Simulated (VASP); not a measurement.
Runs of VASP 6.6.1 on TlCl. The structure is that of space group Pm-3m (No. 221), or close to it. The cells are those of the table. 

| task | cell | cutoff (eV) | gap on the mesh (eV) | pressure (GPa) |
| --- | --- | --- | --- | --- |
| single point | a = 3.866 Å, 2 atoms | 500 | 2.14 | (a) |
| electric field gradients | a = 3.897 Å, 2 atoms | 400 | 2.20 | 0.0 |
| single point | a = 3.802 Å, 2 atoms | 500 | (b) | (c) |
| electric field gradients | a = 3.866 Å, 2 atoms | 400 | 2.14 | 0.5 |
| electric field gradients | a = 3.769 Å, 2 atoms | 400 | 1.95 | 2.8 |

Alike in all rows: level PBE; potentials or basis VASP PAW PBE potentials, release 64 (Tl_d, Cl); no spin polarisation; k mesh 8 × 8 × 8; smearing fermi-dirac 0.02 eV.

Problem. Estimate the missing entries.

Solution. (a) 0.6; (b) 2.02; (c) 2.0.

Caveats: spin-orbit coupling is left out, which moves the levels of the heavy elements.

A k mesh can miss the band edges, and the runs leave out spin-orbit coupling on Tl.
